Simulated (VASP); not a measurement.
The system is Ba2C3.

```
CELL_PARAMETERS angstrom
4.66806 0.00000 0.00000
0.00000 4.66806 0.00000
0.00000 0.00000 4.66806
ATOMIC_POSITIONS crystal
Ba 0.50000 0.50000 0.50000
Ba 0.00000 0.00000 0.00000
C 0.50000 0.00000 0.00000
C 0.00000 0.50000 0.00000
C 0.00000 0.00000 0.50000
```

The cell was generated, and may not be a known phase.

| Quantity | Value |
| --- | --- |
| Program | VASP 6.6.1 |
| Task | relaxation of cell and atoms |
| Functional | PBE |
| Potentials or basis | VASP PAW PBE potentials, release 64 (Ba_sv, C) |
| Cutoff | 600 eV |
| k mesh | 8 × 8 × 8 |
| Occupations | gaussian, width 0.1 eV |
| Spin | no spin polarisation |

At the start: pressure 6.7 GPa; volume 20.34 Å³/atom.

Question: Where does the relaxation end?

Answer: Over 4 steps the energy falls by 53.0 meV/atom and the volume is 23.23 Å³/atom (+14.2 %); space group Pm-3m (No. 221, to 0.1 Å) before and after.

Step by step:
```
step  energy change (eV)  largest force (eV/Å)  pressure (GPa)  volume (Å³)
   1              0.0000                0.0000            6.73       101.72
   2             -0.2630                0.0000            0.46       114.83
   3             -0.2649                0.0000           -0.09       116.48
   4             -0.2649                0.0000            0.01       116.17
```

Final structure:
```xyz
5
Lattice="4.8794 0.0000 0.0000 0.0000 4.8794 0.0000 0.0000 0.0000 4.8794" Properties=species:S:1:pos:R:3 pbc="T T T"
Ba    2.4397    2.4397    2.4397
Ba    0.0000    0.0000    0.0000
C     2.4397    0.0000    0.0000
C     0.0000    2.4397    0.0000
C     0.0000    0.0000    2.4397
```
